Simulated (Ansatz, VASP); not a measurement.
**Mg2NCl in VASP and in Ansatz**

```
CELL_PARAMETERS angstrom
1.61915 0.93482 6.30313
-1.61915 0.93482 6.30313
0.00000 -1.86963 6.30313
ATOMIC_POSITIONS crystal
Mg 0.22282 0.22282 0.22282
Mg 0.77719 0.77719 0.77719
N 0.50000 0.50000 0.50000
Cl 0.00000 0.00000 0.00000
```

Change from the starting cell: strain -0.025 along x and y, +0.050 along z, atoms carried along.

Alike in both runs: task single point; functional LDA; k mesh 9 × 9 × 9; occupations gaussian, width 0.05 eV; no spin polarisation.

|  | VASP | Ansatz |
| --- | --- | --- |
| version | VASP 6.6.1 | Ansatz 0.2.0 |
| potentials or method | VASP PAW LDA potentials, release 64 (Mg, N, Cl), cutoff 520 eV | scalar-relativistic, plane waves, PAW |
| valence electrons in the cell | 16 | 32 |

```tsv
	VASP	Ansatz	Ansatz less VASP
gap on the k mesh at the Fermi level (eV)	1.58	1.61	+0.034
least direct gap on the mesh (eV)	1.58	1.61	+0.034
pressure (GPa)	-5.6	-4.9	+0.71
traceless stress, the component that is largest in VASP (GPa)	-7.85	-7.77	+0.078
rms of the force components (eV/Å)	0.208	0.188	-0.0200
```

LDA's correlation is that of Perdew and Zunger in VASP and of Perdew and Wang (1992) in Ansatz. Atom by atom the forces differ by 0.020 eV/Å (rms over components). VASP's potentials hold 16 valence electrons a cell and Ansatz's 32, so a difference there can come from the potentials and not from the codes.
